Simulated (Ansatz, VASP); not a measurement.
## La: VASP beside Ansatz

Contents of INCAR:

```
SYSTEM = La
PREC = Accurate ; ENCUT = 520
EDIFF = 1E-6 ; ISMEAR = -1
SIGMA = 0.05 ; LREAL = .FALSE.
LASPH = .TRUE. ; NELM = 100
ALGO = Normal ; ISIF = 2
LWAVE = .FALSE. ; LCHARG = .FALSE.
GGA = PE ; NBANDS = 12
```

KPOINTS

```
Automatic mesh
0
G
  13 13 13
  0 0 0
```

File POSCAR:

```
La
1.0
   -2.0207644225      2.0207644225      2.0207644225
    2.0207644225     -2.0207644225      2.0207644225
    2.0207644225      2.0207644225     -2.0207644225
La
1
Direct
    0.0000000000      0.0000000000      0.0000000000
```

Input for Ansatz:

```yaml
crystal:
  lattice:
    - [-2.0207644225, 2.0207644225, 2.0207644225]
    - [2.0207644225, -2.0207644225, 2.0207644225]
    - [2.0207644225, 2.0207644225, -2.0207644225]
  atoms:
    - { symbol: La, position: [0.0, 0.0, 0.0] }
kpoints:
  mp_grid: { grid: [13, 13, 13] }
scf:
  occupations: { method: fermi_dirac, width: 0.05 }
hamiltonian:
  xc: pbe
  pseudopotentials: { kind: paw }
output:
  forces: true
  stress: true
  eigenvalues: true
```

Change from the starting cell: volume scaled by 0.875, to set the pressure.

Alike in both runs: task single point; functional PBE; k mesh 13 × 13 × 13; occupations fermi-dirac, width 0.05 eV; no spin polarisation.

|  | VASP | Ansatz |
| --- | --- | --- |
| version | VASP 6.6.1 | Ansatz 0.2.0 |
| potentials or method | VASP PAW PBE potentials, release 64 (La) | PAW with Ansatz's default frozen-core files, scalar-relativistic |
| plane-wave cutoff (eV) | 520 | 420 |
| valence electrons in the cell | 11 | 11 |

Ansatz gave:

* pressure (GPa): 4.4

Question: Estimate VASP's values.

Answer: Pressure (GPa): 4.5.

With one functional, cell and mesh, what is left measures potentials, basis and numerics.

Spin-orbit coupling is off throughout.
